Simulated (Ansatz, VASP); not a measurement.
## SiC: VASP beside Ansatz

```
CELL_PARAMETERS angstrom
4.32902 0.00000 0.00000
0.00000 4.32902 0.00000
0.00000 0.00000 4.32902
ATOMIC_POSITIONS crystal
Si 0.00000 0.00000 0.00000
Si 0.00000 0.50000 0.50000
Si 0.50000 0.00000 0.50000
Si 0.50000 0.50000 0.00000
C 0.25000 0.25000 0.25000
C 0.25000 0.75000 0.75000
C 0.75000 0.25000 0.75000
C 0.75000 0.75000 0.25000
```

Alike in both runs: functional LDA; k mesh 6 × 6 × 6; no spin polarisation.

Ansatz relaxed the structure, and its values are those at the end. VASP's run is a single point on that final structure, the one shown.

|  | VASP | Ansatz |
| --- | --- | --- |
| version | VASP 6.6.1 | Ansatz 0.2.0 |
| potentials or method | VASP PAW LDA potentials, release 64 (Si, C), cutoff 520 eV | scalar-relativistic, plane waves, PAW |
| occupations | gaussian, width 0.01 eV | fixed |
| valence electrons in the cell | 32 | 32 |

VASP gave:

```
gap on the k mesh at the Fermi level (eV) : 1.29
least direct gap on the mesh (eV)         : 1.29
pressure (GPa)                            : 0.4
```

Q: What did Ansatz give for the same quantities?

A: gap on the k mesh at the Fermi level (eV): 1.30; least direct gap on the mesh (eV): 1.30; pressure (GPa): 0.0.

LDA's correlation is that of Perdew and Zunger in VASP and of Perdew and Wang (1992) in Ansatz.
